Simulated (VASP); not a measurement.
## Al2O3: single point with PBEsol

Al2O3:

```
Al O
1.0
     2.34348    1.35301    4.25925
    -2.34348    1.35301    4.25925
     0.00000   -2.70602    4.25925
Al O
4 6
Direct
  0.85204 0.85204 0.85204
  0.64796 0.64796 0.64796
  0.14796 0.14796 0.14796
  0.35204 0.35204 0.35204
  0.05586 0.44414 0.75000
  0.75000 0.05586 0.44414
  0.44414 0.75000 0.05586
  0.94414 0.55586 0.25000
  0.25000 0.94414 0.55586
  0.55586 0.25000 0.94414
```

| Item | Value |
| --- | --- |
| Program | VASP 6.6.1 |
| Task | single point |
| Functional | PBEsol |
| Potentials or basis | VASP PAW PBE potentials, release 64 (Al, O) |
| Cutoff | 520 eV |
| k mesh | 6 × 6 × 6 |
| Occupations | gaussian, width 0.05 eV |
| Spin | no spin polarisation |

| Quantity | Value |
| --- | --- |
| Pressure | 15.2 GPa |
| Largest force | 0.065 eV/Å |
| Band gap on the k mesh | 6.74 eV |

Forces in eV/Å, atoms in the order of the input:
```
Al   0.000  0.000 -0.014
Al   0.000  0.000  0.014
Al   0.000  0.000  0.014
Al   0.000  0.000 -0.014
O    0.065  0.000  0.000
O   -0.032  0.056  0.000
O   -0.032 -0.056  0.000
O   -0.065  0.000  0.000
O    0.032 -0.056  0.000
O    0.032  0.056  0.000
```

Stress tensor (GPa, compression positive):
```
15.54  0.00  0.00
 0.00 15.54  0.00
 0.00  0.00 14.40
```

Levels at points of the mesh, in eV from the valence-band top:
| k point | band 22 | band 23 | band 24 | band 25 | band 26 | band 27 |
| --- | --- | --- | --- | --- | --- | --- |
| (0.00, 0.00, 0.00) | -0.05 | -0.05 | 0.00 | 6.74 | 9.33 | 11.30 |
| (0.50, 0.00, 0.00) | -0.99 | -0.31 | -0.31 | 9.74 | 9.74 | 10.14 |
| (0.50, 0.50, 0.00) | -0.98 | -0.82 | -0.28 | 9.64 | 10.20 | 10.27 |
| (0.50, 0.50, 0.50) | -0.42 | -0.42 | -0.42 | 9.06 | 9.06 | 11.37 |

It took 3.6 min on 1 thread of AMD EPYC 7R13 (shared host), peak memory 0.23 GiB.

Caveat: the cell stands under pressure; the PAW data sets were made with another functional, which shifts forces and pressure a little. As with any semilocal functional, this PBEsol gap is likely too small.
